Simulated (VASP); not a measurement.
# Ge2Sb2O (I4/mmm) in VASP: notebook

Runs on Ge2Sb2O. Level: PBE. Tasks: relaxation of cell and atoms, single point.

All numbers are computed with VASP 6.6.1; they aren't measurements. Logs are shortened: lines on timing, memory, paths and dates and some standing lists are left out, and cuts for length are marked.

## 1. The cell of the first run

The structure is tetragonal, space group I4/mmm (No. 139). Conventional cell: a = 4.490 Å, b = 4.490 Å, c = 11.247 Å, α = 90.00°, β = 90.00°, γ = 90.00°. Ge (site symmetry -4m2) has 2 Sb at 2.81 Å and 4 Ge at 3.17 Å and 4 O at 3.60 Å within 3.7 Å. Sb (site symmetry mmm) has 2 O at 2.24 Å and 2 Ge at 2.81 Å within 3.0 Å. O (site symmetry 4/mmm) has 4 Sb at 2.24 Å within 3.0 Å.

The cell was generated, and may not be a known phase.

## 2. Relaxation of cell and atoms, PBE

Contents of INCAR:

```
  ALGO = Fast
  EDIFF = 1E-6
  EDIFFG = -0.04
  ENCUT = 600
  GGA = PE
  IBRION = 2
  ISIF = 3
  ISMEAR = 0
  LASPH = True
  LCHARG = False
  LREAL = False
  LWAVE = False
  NELM = 60
  NSW = 90
  PREC = Accurate
  SIGMA = 0.1
```

Contents of KPOINTS:

```
k-points
0
Gamma
  6 6 6
```

Contents of POSCAR:

```
Ge2Sb2O
1.0
   -2.2448641208      2.2448641208      5.6234783119
    2.2448641208     -2.2448641208      5.6234783119
    2.2448641208      2.2448641208     -5.6234783119
Ge Sb O
2 2 1
Direct
    0.7500000000      0.2500000000      0.5000000000
    0.2500000000      0.7500000000      0.5000000000
    0.5000000000      0.0000000000      0.5000000000
    0.0000000000      0.5000000000      0.5000000000
    0.0000000000      0.0000000000      0.0000000000
```

Potentials or basis: VASP PAW PBE potentials, release 64 (Ge_d, Sb, O).

Command:

```sh
cat potpaw_PBE.64/Ge_d/POTCAR potpaw_PBE.64/Sb/POTCAR potpaw_PBE.64/O/POTCAR > POTCAR
mpirun -np 1 vasp_std > vasp.out
```

OUTCAR:

```text
EDIFF = 1E-6
   EDIFFG = -0.04
   ENCUT = 600
   GGA = PE
   IBRION = 2
   ISIF = 3
   ISMEAR = 0
   LASPH = True
   LREAL = False
   NELM = 60
   NSW = 90
   PREC = Accurate

 ion  position               nearest neighbor table
   1  0.750  0.250  0.500-   3 2.81   4 2.81
   2  0.250  0.750  0.500-   3 2.81   4 2.81
   3  0.500  0.000  0.500-   5 2.24   5 2.24   1 2.81   2 2.81   4 3.17   4 3.17   4 3.17   4 3.17

   4  0.000  0.500  0.500-   5 2.24   5 2.24   1 2.81   2 2.81   3 3.17   3 3.17   3 3.17   3 3.17

   5  0.000  0.000  0.000-   3 2.24   4 2.24   4 2.24   3 2.24

  LATTYP: Found a body centered tetragonal cell.
 ALAT       =     4.4897282416
 C/A-ratio  =     2.5050417350

  Lattice vectors:

 A1 = (  -2.2448641208,   2.2448641208,   5.6234783119)
 A2 = (   2.2448641208,  -2.2448641208,   5.6234783119)
 A3 = (   2.2448641208,   2.2448641208,  -5.6234783119)

Analysis of symmetry for initial positions (statically):
=====================================================================
 Subroutine PRICEL returns:
 Original cell was already a primitive cell.

 Routine SETGRP: Setting up the symmetry group for a
 body centered tetragonal supercell.

 Subroutine GETGRP returns: Found 16 space group operations
 (whereof 16 operations were pure point group operations)
 out of a pool of 16 trial point group operations.

The static configuration has the point symmetry D_4h.

Analysis of symmetry for dynamics (positions and initial velocities):
=====================================================================
 Subroutine PRICEL returns:
 Original cell was already a primitive cell.

 Routine SETGRP: Setting up the symmetry group for a
 body centered tetragonal supercell.

 Subroutine GETGRP returns: Found 16 space group operations
 (whereof 16 operations were pure point group operations)
 out of a pool of 16 trial point group operations.

The dynamic configuration has the point symmetry D_4h.

 Subroutine INISYM returns: Found 16 space group operations
 (whereof 16 operations are pure point group operations),
[... 160 lines left out ...]
  -------------------------------------------------------------------------------------
  Total       -0.5993960     -0.5993960      1.9103086      0.0000000      0.0000000      0.0000000
  in kB       -8.4718702     -8.4718702     27.0003237      0.0000000      0.0000000      0.0000000
  external PRESSURE =       3.3521944 kB  Pullay stress =       0.0000000 kB

 VOLUME and BASIS-vectors are now :
 -----------------------------------------------------------------------------
  energy-cutoff  :      600.00
  volume of cell :      113.36
      direct lattice vectors                 reciprocal lattice vectors
    -2.244864121  2.244864121  5.623478312     0.000000000  0.222730630  0.088912942
     2.244864121 -2.244864121  5.623478312     0.222730630  0.000000000  0.088912942
     2.244864121  2.244864121 -5.623478312     0.222730630  0.222730630  0.000000000

 POSITION                                       TOTAL-FORCE (eV/Angst)
 -----------------------------------------------------------------------------------
      0.00000      2.24486      2.81174        -0.000000     -0.000000     -0.000000
      2.24486      0.00000      2.81174        -0.000000     -0.000000     -0.000000
      0.00000      2.24486      0.00000         0.000000      0.000000      0.000000
      2.24486      0.00000      0.00000         0.000000      0.000000      0.000000
      0.00000      0.00000      0.00000         0.000000      0.000000      0.000000
 -----------------------------------------------------------------------------------
    total drift:                               -0.000000      0.000000      0.000000

  FREE ENERGIE OF THE ION-ELECTRON SYSTEM (eV)
  ---------------------------------------------------
  free  energy   TOTEN  =       -21.8848386002 eV

  energy  without entropy=      -21.8737736285  energy(sigma->0) =      -21.87930611

--------------------------------------- Ionic step        2  -------------------------------------------

 number of electron      43.9999987 magnetization

 Free energy of the ion-electron system (eV)
  ---------------------------------------------------
  ext. energy  EPLUGINS =         0.00000000
  ---------------------------------------------------
  free energy    TOTEN  =       -21.90384580 eV

  energy without entropy =      -21.89409472  energy(sigma->0) =      -21.89897026

 E-fermi :   5.7699     XC(G=0):  -9.9092

 val. band max:        5.7193705586   @ k =   0.1667   0.0000  -0.0000
 cond. band min:       5.7812231537   @ k =  -0.3333  -0.3333   0.1667
 fundamental gap:      0.0618525951
 Fermi energy:         5.7698832223

 k-point     1 :       0.0000    0.0000    0.0000
  band No.  band energies     occupation
      1     -18.8304      2.00000
      2     -18.8053      2.00000
      3     -18.8022      2.00000
      4     -18.7868      2.00000
      5     -18.7868      2.00000
      6     -18.7740      2.00000
[... 685 lines left out ...]
     25       9.3053      0.00000
     26       9.4610      0.00000

 [... further k-points ...]
[... 5 lines left out ...]
  --------------------------------------------------------------------------------------
  -------------------------------------------------------------------------------------
  Total        0.1731138      0.1731138     -0.1337447      0.0000000      0.0000000      0.0000000
  in kB        2.4305424      2.4305424     -1.8777946      0.0000000      0.0000000      0.0000000
  external PRESSURE =       0.9944300 kB  Pullay stress =       0.0000000 kB

 VOLUME and BASIS-vectors are now :
 -----------------------------------------------------------------------------
  energy-cutoff  :      600.00
  volume of cell :      114.11
      direct lattice vectors                 reciprocal lattice vectors
    -2.231881419  2.231881419  5.727128414     0.000000000  0.224026239  0.087303787
     2.231881419 -2.231881419  5.727128414     0.224026239  0.000000000  0.087303787
     2.231881419  2.231881419 -5.727128414     0.224026239  0.224026239  0.000000000

 POSITION                                       TOTAL-FORCE (eV/Angst)
 -----------------------------------------------------------------------------------
      0.00000      2.23188      2.86356        -0.000000      0.000000     -0.000000
      2.23188      0.00000      2.86356         0.000000     -0.000000      0.000000
      0.00000      2.23188      0.00000         0.000000      0.000000      0.000000
      2.23188      0.00000      0.00000         0.000000      0.000000      0.000000
      0.00000      0.00000      0.00000         0.000000      0.000000      0.000000
 -----------------------------------------------------------------------------------
    total drift:                               -0.000000      0.000000      0.000000

  FREE ENERGIE OF THE ION-ELECTRON SYSTEM (eV)
  ---------------------------------------------------
  free  energy   TOTEN  =       -21.9038458003 eV

  energy  without entropy=      -21.8940947212  energy(sigma->0) =      -21.89897026

 reached required accuracy - stopping structural energy minimisation
```

OSZICAR:

```text
N       E                     dE             d eps       ncg     rms          rms(c)
DAV:   1     0.397702402313E+03    0.39770E+03   -0.22155E+04  1810   0.345E+03
[... 17 lines left out ...]
RMM:   3    -0.219046393956E+02    0.46548E-01   -0.66684E-02  1870   0.209E+00    0.327E-01
RMM:   4    -0.219036089162E+02    0.10305E-02   -0.15059E-02  1948   0.912E-01    0.892E-02
RMM:   5    -0.219038242452E+02   -0.21533E-03   -0.27252E-03  2084   0.347E-01    0.596E-02
RMM:   6    -0.219038526508E+02   -0.28406E-04   -0.54534E-04  1854   0.178E-01    0.287E-02
RMM:   7    -0.219038435412E+02    0.91096E-05   -0.22171E-04  2020   0.966E-02    0.111E-02
RMM:   8    -0.219038462140E+02   -0.26728E-05   -0.50156E-05  1811   0.416E-02    0.839E-03
RMM:   9    -0.219038458003E+02    0.41366E-06   -0.92670E-06  1519   0.186E-02
   2 F= -.21903846E+02 E0= -.21898970E+02  d E =-.190072E-01
```

Run time: 11 min. Hardware: 1 thread of Oxide Virtual Turin-like, shared host; peak memory 0.43 GiB.

What came out:

- Free energy: -21.9038 eV
- Relaxed volume: 22.82 Å³/atom
- Relaxed cell: a = 6.539 Å, b = 6.539 Å, c = 6.539 Å, α = 140.09°, β = 140.09°, γ = 57.72°
- Space group after relaxing (to 0.1 Å): I4/mmm (No. 139)
- Energy gained by relaxing: 3.8 meV/atom
- Ionic steps: 2
- Pressure after relaxing: 0.1 GPa
- Band gap on the k mesh: zero (bands 22 and 23 overlap by 1.26 eV)

Step by step:
```tsv
step	energy change (eV)	largest force (eV/Å)	pressure (GPa)	volume (Å³)
1	0.0000	0.0000	0.34	113.36
2	-0.0190	0.0000	0.10	114.11
```

Final structure:
```
Ge Sb O
1.0
    -2.23188    2.23188    5.72713
     2.23188   -2.23188    5.72713
     2.23188    2.23188   -5.72713
Ge Sb O
2 2 1
Direct
  0.75000 0.25000 0.50000
  0.25000 0.75000 0.50000
  0.50000 0.00000 0.50000
  0.00000 0.50000 0.50000
  0.00000 0.00000 0.00000
```

Levels at points of the mesh, in eV from the Fermi level:
| k point | band 19 | band 20 | band 21 | band 22 | band 23 | band 24 | band 25 | band 26 |
| --- | --- | --- | --- | --- | --- | --- | --- | --- |
| (0.00, 0.00, 0.00) | -2.07 | -1.11 | -1.11 | 0.15 | 0.15 | 3.07 | 3.64 | 4.50 |
| (0.50, 0.00, 0.00) | -1.94 | -1.08 | -0.94 | -0.47 | 0.63 | 0.79 | 1.29 | 2.10 |
| (0.50, 0.50, 0.00) | -2.44 | -2.30 | -2.29 | -1.53 | 0.48 | 1.09 | 2.37 | 3.96 |
| (0.50, 0.50, 0.50) | -1.67 | -1.29 | -1.29 | 0.11 | 0.62 | 1.01 | 1.01 | 4.62 |

Caveat: spin-orbit coupling is left out, which moves the levels of the heavy elements.

## 3. Single point, PBE

This run uses another cell than the first one, of 22.94 Å³/atom.

Contents of INCAR:

```
SYSTEM = Ge2Sb2O
PREC     = Accurate       ! precision mode
ENCUT    = 520            ! plane-wave cutoff, eV
EDIFF    = 1E-6           ! SCF threshold, eV
ISMEAR   = 0              ! smearing method
SIGMA    = 0.1            ! smearing width, eV
LREAL    = .False.        ! projectors in reciprocal space
LASPH    = .True.         ! aspherical terms in the spheres
NELM     = 100            ! most SCF steps
ALGO     = Fast           ! electronic algorithm
ISIF     = 2              ! what is computed and relaxed
LWAVE    = .False.        ! write WAVECAR
LCHARG   = .False.        ! write CHGCAR
GGA      = PE             ! functional
NBANDS   = 30             ! bands
```

Contents of KPOINTS:

```
Automatic mesh
0
Gamma
  12 12 12
  0 0 0
```

POSCAR, as its differences from that of step 2:

```diff
@@ -2,5 +2,5 @@
 1.0
-   -2.2448641208      2.2448641208      5.6234783119
-    2.2448641208     -2.2448641208      5.6234783119
-    2.2448641208      2.2448641208     -5.6234783119
+   -2.2394180711      2.2394180711      5.7181046138
+    2.2394180711     -2.2394180711      5.7181046138
+    2.2394180711      2.2394180711     -5.7181046138
 Ge Sb O
```

Potentials or basis: VASP PAW PBE potentials, release 64 (Ge_d, Sb, O).

Command:

```sh
cat potpaw_PBE.64/Ge_d/POTCAR potpaw_PBE.64/Sb/POTCAR potpaw_PBE.64/O/POTCAR > POTCAR
mpirun -np 1 vasp_std > vasp.out
```

Run time: 30 min. Hardware: 1 thread of Oxide Virtual Turin-like, shared host; peak memory 0.69 GiB.

The run converged. Its results:

```yaml
Free_energy: -21.8348 eV
Pressure: -0.3 GPa
Band_gap_on_the_k_mesh: zero (bands 22 and 23 overlap by 1.84 eV)
```

Stress tensor (GPa, compression positive):
```
-0.40  0.00  0.00
 0.00 -0.40  0.00
 0.00  0.00 -0.05
```

Levels at points of the mesh, in eV from the Fermi level:
| k point | band 19 | band 20 | band 21 | band 22 | band 23 | band 24 | band 25 | band 26 |
| --- | --- | --- | --- | --- | --- | --- | --- | --- |
| (0.00, 0.00, 0.00) | -2.04 | -1.06 | -1.06 | 0.10 | 0.10 | 3.04 | 3.57 | 4.47 |
| (0.50, 0.00, 0.00) | -1.93 | -1.12 | -0.95 | -0.51 | 0.62 | 0.82 | 1.32 | 2.04 |
| (0.50, 0.50, 0.00) | -2.39 | -2.29 | -2.23 | -1.54 | 0.45 | 1.10 | 2.38 | 3.95 |
| (0.50, 0.50, 0.50) | -1.72 | -1.26 | -1.26 | 0.17 | 0.63 | 1.00 | 1.00 | 4.15 |

Caveat: spin-orbit coupling is left out, which moves the levels of the heavy elements.

The gap in the log of VASP goes by the Fermi energy; the results here count the filled bands.